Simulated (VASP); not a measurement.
Runs of VASP 6.6.1 on BN. The structure is that of space group Fmm2 (No. 42), or close to it. The cells are those of the table. 

```csv
task,cell,k mesh,cutoff (eV),gap on the mesh (eV),pressure (GPa)
single point,"a = 3.435, b = 2.464, c = 2.967 Å, angles 77.9, 44.5, 57.6°, 2 atoms",14 × 14 × 14,520,1.76,20.4
relaxation of cell and atoms,"relaxed to 20 GPa from a = 3.500, b = 2.416, c = 3.058 Å, angles 78.5, 42.6, 58.9°, 2 atoms",14 × 14 × 14,600,1.74,20.0
single point,"a = 3.259, b = 2.435, c = 2.779 Å, angles 77.1, 46.7, 56.2°, 2 atoms",14 × 14 × 14,520,(a),40.5
single point,"a = 3.894, b = 2.498, c = 3.471 Å, angles 79.6, 39.1, 61.3°, 2 atoms",12 × 12 × 12,520,(b),2.3
```

Alike in all rows: level PBEsol; potentials or basis VASP PAW PBE potentials, release 64 (B, N); no spin polarisation.

Problem. Estimate the missing entries.

Solution. (a) 0.83; (b) 3.36.

Caveats: the PAW data sets were made with another functional, which shifts forces and pressure a little; the cell stands under pressure (at least some runs); the cell is relaxed towards a set pressure, so the run minimises the enthalpy, not the energy (at least some runs).

A k mesh can miss the band edges.
